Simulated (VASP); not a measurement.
# TePb (Fm-3m) in VASP: notebook

TePb is run at these levels: PBEsol; tasks: vibrations by perturbation theory.

Everything below comes from runs of VASP 6.6.1. Logs are shortened: lines on timing, memory, paths and dates and some standing lists are left out, and cuts for length are marked.

## 1. The cell of the first run

The structure is cubic, space group Fm-3m (No. 225). Conventional cell: a = 6.500 Å, b = 6.500 Å, c = 6.500 Å, α = 90.00°, β = 90.00°, γ = 90.00°. Within 4.3 Å of Pb (site symmetry m-3m) lie 6 Te at 3.25 Å. Within 4.3 Å of Te (site symmetry m-3m) lie 6 Pb at 3.25 Å.

## 2. Vibrations by perturbation theory, PBEsol

Contents of INCAR:

```
SYSTEM = TePb
PREC = Accurate
ENCUT = 500
EDIFF = 1E-8
ISMEAR = 0
SIGMA = 0.01
LREAL = .FALSE.
LASPH = .TRUE.
NELM = 120
ALGO = Normal
ISIF = 2
LWAVE = .FALSE.
LCHARG = .FALSE.
GGA = PS
NBANDS = 17
IBRION = 8
NSW = 1
GGA_COMPAT = .FALSE.
```

Contents of KPOINTS:

```
regular mesh
0
G
  12 12 12
  0 0 0
```

Contents of POSCAR:

```
TePb
1.0
    0.0000000000      3.2500000000      3.2500000000
    3.2500000000      0.0000000000      3.2500000000
    3.2500000000      3.2500000000      0.0000000000
Pb Te
1 1
Direct
    0.0000000000      0.0000000000      0.0000000000
    0.5000000000      0.5000000000      0.5000000000
```

Potentials or basis: VASP PAW PBE potentials, release 64 (Pb_d, Te).

On the command line:

```sh
$ cat potpaw_PBE.64/Pb_d/POTCAR potpaw_PBE.64/Te/POTCAR > POTCAR
$ mpirun -np 1 vasp_std > vasp.out
```

OUTCAR:

```text
SYSTEM = TePb
   PREC = Accurate
   ENCUT = 500
   EDIFF = 1E-8
   ISMEAR = 0
   LREAL = .FALSE.
   LASPH = .TRUE.
   NELM = 120
   ISIF = 2
   GGA = PS
   IBRION = 8
   NSW = 1

 ion  position               nearest neighbor table
   1  0.000  0.000  0.000-   2 3.25   2 3.25   2 3.25   2 3.25   2 3.25   2 3.25
   2  0.500  0.500  0.500-   1 3.25   1 3.25   1 3.25   1 3.25   1 3.25   1 3.25

  LATTYP: Found a face centered cubic cell.
 ALAT       =     6.5000000000

  Lattice vectors:

 A1 = (   0.0000000000,   3.2500000000,   3.2500000000)
 A2 = (   3.2500000000,   0.0000000000,   3.2500000000)
 A3 = (   3.2500000000,   3.2500000000,   0.0000000000)

Analysis of symmetry for initial positions (statically):
=====================================================================
 Subroutine PRICEL returns:
 Original cell was already a primitive cell.

 Routine SETGRP: Setting up the symmetry group for a
 face centered cubic supercell.

 Subroutine GETGRP returns: Found 48 space group operations
 (whereof 48 operations were pure point group operations)
 out of a pool of 48 trial point group operations.

The static configuration has the point symmetry O_h .

Analysis of symmetry for dynamics (positions and initial velocities):
=====================================================================
 Subroutine PRICEL returns:
 Original cell was already a primitive cell.

 Routine SETGRP: Setting up the symmetry group for a
 face centered cubic supercell.

 Subroutine GETGRP returns: Found 48 space group operations
 (whereof 48 operations were pure point group operations)
 out of a pool of 48 trial point group operations.

The dynamic configuration has the point symmetry O_h .

 Subroutine INISYM returns: Found 48 space group operations
 (whereof 48 operations are pure point group operations),
 and found     1 'primitive' translations

----------------------------------------------------------------------------------------

                                     Primitive cell

  volume of cell :      68.6562

  direct lattice vectors                    reciprocal lattice vectors
     0.000000000  3.250000000  3.250000000    -0.153846154  0.153846154  0.153846154
     3.250000000  0.000000000  3.250000000     0.153846154 -0.153846154  0.153846154
     3.250000000  3.250000000  0.000000000     0.153846154  0.153846154 -0.153846154

  length of vectors
     4.596194078  4.596194078  4.596194078     0.266469355  0.266469355  0.266469355

  position of ions in fractional coordinates (direct lattice)
     0.000000000  0.000000000  0.000000000
     0.500000000  0.500000000  0.500000000

  ion indices of the primitive-cell ions
   primitive index   ion index
                 1           1
                 2           2

----------------------------------------------------------------------------------------

 KPOINTS: regular mesh

Automatic generation of k-mesh.
 Grid dimensions read from file:
 generate k-points for:   12   12   12

 Generating k-lattice:

  Cartesian coordinates                     Fractional coordinates (reciprocal lattice)
    -0.012820513  0.012820513  0.012820513     0.083333333  0.000000000  0.000000000
     0.012820513 -0.012820513  0.012820513     0.000000000  0.083333333  0.000000000
     0.012820513  0.012820513 -0.012820513     0.000000000  0.000000000  0.083333333

  Length of vectors
     0.022205780  0.022205780  0.022205780

  Shift w.r.t. Gamma in fractional coordinates (k-lattice)
     0.000000000  0.000000000  0.000000000

 Subroutine IBZKPT returns following result:
 ===========================================

 Found     72 irreducible k-points:

 Following reciprocal coordinates:
            Coordinates               Weight
  0.000000  0.000000  0.000000      1.000000
  0.083333  0.000000  0.000000      8.000000
  0.166667  0.000000  0.000000      8.000000
  0.250000  0.000000  0.000000      8.000000
  0.333333  0.000000  0.000000      8.000000
  0.416667  0.000000  0.000000      8.000000
[... 16 lines left out ...]
  0.500000  0.166667  0.000000     24.000000
 -0.416667  0.166667  0.000000     24.000000
 [... further k-points ...]
   k-points           NKPTS =     72   k-points in BZ     NKDIM =     72   number of bands    NBANDS=     17
   number of dos      NEDOS =    301   number of ions     NIONS =      2
   total plane-waves  NPLWV =  46656
   dimension x,y,z NGX =    36 NGY =   36 NGZ =   36
   dimension x,y,z NGXF=    72 NGYF=   72 NGZF=   72
   ions per type =               1   1
   NGX,Y,Z   is equivalent  to a cutoff of  13.02, 13.02, 13.02 a.u.
   NGXF,Y,Z  is equivalent  to a cutoff of  26.04, 26.04, 26.04 a.u.
 SYSTEM =  TePb
   PREC   = accura    normal or accurate (medium, high low for compatibility)
   ISTART =      0    job   : 0-new  1-cont  2-samecut
   ICHARG =      2    charge: 1-file 2-atom 10-const
   ISPIN  =      1    spin polarized calculation?
   LNONCOLLINEAR =      F non collinear calculations
   LSORBIT =      F    spin-orbit coupling
   LASPH  =      T    aspherical Exc in radial PAW
   ENCUT  =  500.0 eV  36.75 Ry    6.06 a.u.   8.38  8.38  8.38*2*pi/ulx,y,z
   NELM   =    120;   NELMIN=  2; NELMDL= -5     # of ELM steps
   EDIFF  = 0.1E-07   stopping-criterion for ELM
   LREAL  =      F    real-space projection
   EDIFFG = 0.1E-06   stopping-criterion for IOM
   NSW    =      1    number of steps for IOM
   IBRION =      8    ionic relax: 0-MD 1-quasi-New 2-CG
   NFREE  =      0    steps in history (QN), initial steepest desc. (CG)
   ISIF   =      2    stress and relaxation
   ISYM   =      2    0-nonsym 1-usesym 2-fastsym
   POTIM  = 0.5000    time-step for ionic-motion
   TEBEG  =    0.0;   TEEND  =   0.0 temperature during run
   PSTRESS=    0.0 pullay stress
   NELECT =      20.0000    total number of electrons
   NUPDOWN=      -1.0000    fix difference up-down
   EMIN   =  10.00;   EMAX   =-10.00  energy-range for DOS
   EFERMI =   0.00;   METHOD = LEGACY
   ISMEAR =     0;   SIGMA  =   0.01  broadening in eV -4-tet -1-fermi 0-gaus
   EFERMI_NEDOS =   21; number of points for ismear=-14 and -15
   IALGO  =     38    algorithm
   IMIX   =      4    mixing-type and parameters
     AMIX     =   0.40;   BMIX     =  1.00
     AMIX_MAG =   1.60;   BMIX_MAG =  1.00
  volume/ion in A,a.u.               =      34.33       231.66
  Fermi-wavevector in a.u.,A,eV,Ry     =   1.085238  2.050802 16.024132  1.177740
  Thomas-Fermi vector in A             =   2.221346
   LORBIT       =      0    0 simple, 1 ext, 2 COOP (PROOUT), +10 PAW based schemes
   GGA     = PS    functional components
   LHFCALC =     F    Hartree Fock is set to
   AEXX    =    0.0000 exact exchange contribution
   IVDW    =     0    specifies the selected vdW correction
   LEPSILON=     F    determine dielectric tensor
   LRPA    =     F    only Hartree local field effects (RPA)
 non-spin polarized calculation
 Gauss-broadening in eV      SIGMA  =   0.01
  energy-cutoff  :      500.00
  volume of cell :       68.66
 maximum number of plane-waves:      1807
 NGX is ok and might be reduce to    36
   NGX = 17   NGY = 17   NGZ = 17

--------------------------------------- Ionic step        1  -------------------------------------------

 number of electron      20.0000003 magnetization

 Free energy of the ion-electron system (eV)
  ---------------------------------------------------
  ext. energy  EPLUGINS =         0.00000000
  ---------------------------------------------------
  free energy    TOTEN  =        -8.25294275 eV

  energy without entropy =       -8.25294275  energy(sigma->0) =       -8.25294275

 E-fermi :   5.3229     XC(G=0):  -9.3919

 val. band max:        5.2302654890   @ k =   0.5000   0.0000   0.0000
 cond. band min:       5.9354160942   @ k =   0.5000   0.0000   0.0000
 fundamental gap:      0.7051506052
 Fermi energy:         5.3229237849

 k-point     1 :       0.0000    0.0000    0.0000
  band No.  band energies     occupation
      1     -11.3647      2.00000
      2     -11.3647      2.00000
      3     -11.3552      2.00000
      4     -11.3552      2.00000
      5     -11.3552      2.00000
      6      -6.6538      2.00000
[... 457 lines left out ...]
      4     -11.3417      2.00000
      5     -11.3383      2.00000
      6      -5.1618      2.00000
[... 9 lines left out ...]
     16      13.6907      0.00000
     17      15.8309      0.00000

 [... further k-points ...]
[... 5 lines left out ...]
  --------------------------------------------------------------------------------------
  -------------------------------------------------------------------------------------
  Total       -0.4889397     -0.4889397     -0.4889397      0.0000000      0.0000000      0.0000000
  in kB      -11.4100051    -11.4100051    -11.4100051      0.0000000      0.0000000      0.0000000
  external PRESSURE =     -11.4100051 kB  Pullay stress =       0.0000000 kB

 VOLUME and BASIS-vectors are now :
 -----------------------------------------------------------------------------
  energy-cutoff  :      500.00
  volume of cell :       68.66
      direct lattice vectors                 reciprocal lattice vectors
     0.000000000  3.250000000  3.250000000    -0.153846154  0.153846154  0.153846154
     3.250000000  0.000000000  3.250000000     0.153846154 -0.153846154  0.153846154
     3.250000000  3.250000000  0.000000000     0.153846154  0.153846154 -0.153846154

 POSITION                                       TOTAL-FORCE (eV/Angst)
 -----------------------------------------------------------------------------------
      0.00000      0.00000      0.00000         0.000000      0.000000      0.000000
      3.25000      3.25000      3.25000        -0.000000     -0.000000     -0.000000
 -----------------------------------------------------------------------------------
    total drift:                               -0.000000      0.000000      0.000000

  FREE ENERGIE OF THE ION-ELECTRON SYSTEM (eV)
  ---------------------------------------------------
  free  energy   TOTEN  =        -8.2529427482 eV

  energy  without entropy=       -8.2529427482  energy(sigma->0) =       -8.25294275

[... ionic steps 2 to 3 ...]

--------------------------------------- Ionic step        4  -------------------------------------------

------------------------ aborting loop because EDIFF is reached ----------------------------------------

[... ionic steps 5 to 6 ...]

--------------------------------------- Ionic step        7  -------------------------------------------

 Free energy of the ion-electron system (eV)
  ---------------------------------------------------
  ---------------------------------------------------
  free energy    TOTEN  =        -0.04920324 eV

  energy without entropy =       -0.04920324

------------------------ aborting loop because EDIFF is reached ----------------------------------------

 INTERNAL STRAIN TENSOR  FOR ION    2  DIRECTION 1   (eV/Angst):
 -----------------------------------------------------------------------------
    -0.00125 -0.00000  0.00000
    -0.00000  0.00734  0.00000
     0.00000  0.00000  0.00734

 INTERNAL STRAIN TENSOR FOR ION    2 for displacements in x,y,z  (eV/Angst):
          X           Y           Z          XY          YZ          ZX
  --------------------------------------------------------------------------------
  x     0.00000     0.00000     0.00000     0.00000     0.00000     0.00000
  y     0.00000     0.00000     0.00000     0.00000     0.00000     0.00000
  z     0.00000     0.00000     0.00000     0.00000     0.00000     0.00000

 SECOND DERIVATIVES (NOT SYMMETRIZED)
 ------------------------------------
               1X          1Y          1Z          2X          2Y          2Z
  1X    -0.328608    0.000000    0.000000    0.328608    0.000000    0.000000
  1Y     0.000000   -0.328608    0.000000    0.000000    0.328608    0.000000
  1Z     0.000000    0.000000   -0.328608    0.000000    0.000000    0.328608
  2X     0.314709    0.000000    0.000000   -0.314709    0.000000    0.000000
  2Y     0.000000    0.314709    0.000000    0.000000   -0.314709    0.000000
  2Z     0.000000    0.000000    0.314709    0.000000    0.000000   -0.314709

 Eigenvectors and eigenvalues of the dynamical matrix
 ----------------------------------------------------

   1 f  =    0.995237 THz     6.253255 2PiTHz   33.197517 cm-1     4.115966 meV
             X         Y         Z           dx          dy          dz
      0.000000  0.000000  0.000000    -0.625613    0.000000    0.000000
      3.250000  3.250000  3.250000     0.780133    0.000000    0.000000
[... 21 lines left out ...]
   6 f/i=    0.010496 THz     0.065947 2PiTHz    0.350100 cm-1     0.043407 meV
             X         Y         Z           dx          dy          dz
      0.000000  0.000000  0.000000    -0.780133    0.000000    0.000000
      3.250000  3.250000  3.250000    -0.625613    0.000000    0.000000

--------------------------------------------------------------------------------------------------------

 ELASTIC MODULI CONTR FROM IONIC RELAXATION (kBar)
 Direction    XX          YY          ZZ          XY          YZ          ZX
 --------------------------------------------------------------------------------
 XX           0.0000      0.0000      0.0000      0.0000      0.0000      0.0000
 YY           0.0000      0.0000      0.0000      0.0000      0.0000      0.0000
 ZZ           0.0000      0.0000      0.0000      0.0000      0.0000      0.0000
 XY           0.0000      0.0000      0.0000      0.0000      0.0000      0.0000
 YZ           0.0000      0.0000      0.0000      0.0000      0.0000      0.0000
 ZX           0.0000      0.0000      0.0000      0.0000      0.0000      0.0000
 --------------------------------------------------------------------------------
```

Wall time 14 min (1 thread of Oxide Virtual Turin-like, shared host); peak memory 0.51 GiB.

Results:

| Property | Result |
| --- | --- |
| Highest phonon frequency at Γ, LO-TO splitting left out | 33 cm⁻¹ |

Phonon frequencies in cm⁻¹ (negative: imaginary):
| q point | frequencies |
| --- | --- |
| (0.000, 0.000, 0.000) | 0 0 0 33 33 33 |

Caveat: the cell stands under pressure or tension, which shifts response properties; the PAW data sets were made with another functional, which shifts forces and pressure a little; spin-orbit coupling is left out, which moves the levels of the heavy elements.

(Part 1 of 2 ends here.)
